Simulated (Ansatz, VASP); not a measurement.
**Li3Nb2O6: VASP beside Ansatz**

```
Li O Nb
1.0
     5.19520    0.00000    0.00000
    -2.59760    4.49917    0.00000
     0.00000    0.00000   25.11874
Li O Nb
6 12 4
Direct
  0.33333 0.66667 0.31799
  0.00000 0.00000 0.37998
  0.00000 0.00000 0.49125
  0.66667 0.33333 0.50875
  0.66667 0.33333 0.62002
  0.33333 0.66667 0.68201
  0.35392 0.37444 0.35984
  0.62556 0.97948 0.35984
  0.02052 0.64608 0.35984
  0.66490 0.64385 0.44821
  0.35615 0.02105 0.44821
  0.97895 0.33510 0.44821
  0.00177 0.68949 0.55179
  0.31051 0.31228 0.55179
  0.68772 0.99823 0.55179
  0.31274 0.95889 0.64016
  0.04111 0.35385 0.64016
  0.64615 0.68726 0.64016
  0.66667 0.33333 0.39402
  0.33333 0.66667 0.41977
  0.33333 0.66667 0.58023
  0.00000 0.00000 0.60598
```

Alike in both runs: functional PBEsol; k mesh 6 × 6 × 1; occupations gaussian, width 0.05 eV; no spin polarisation.

Ansatz relaxed the structure, and its values are those at the end. VASP's run is a single point on that final structure, the one shown.

|  | VASP | Ansatz |
| --- | --- | --- |
| version | VASP 6.6.1 | Ansatz 0.2.0 |
| potentials or method | VASP PAW PBE potentials, release 64 (Li_sv, O, Nb_sv), cutoff 520 eV | scalar-relativistic, plane waves, PAW |
| valence electrons in the cell | 142 | 142 |

```csv
,VASP,Ansatz,Ansatz less VASP
gap on the k mesh at the Fermi level (eV),none,none,-
rms of the force components (eV/Å),0.016,0.003,-0.0124
```

VASP's potentials were made for PBE, not for PBEsol. A gap of «none» marks a metal or a gap that the smearing closes. Ansatz's warnings: vacuum density over bound, xc potential rough in thin density.

Noted on VASP's run: the cutoff is short for stress, so the pressure is rough.
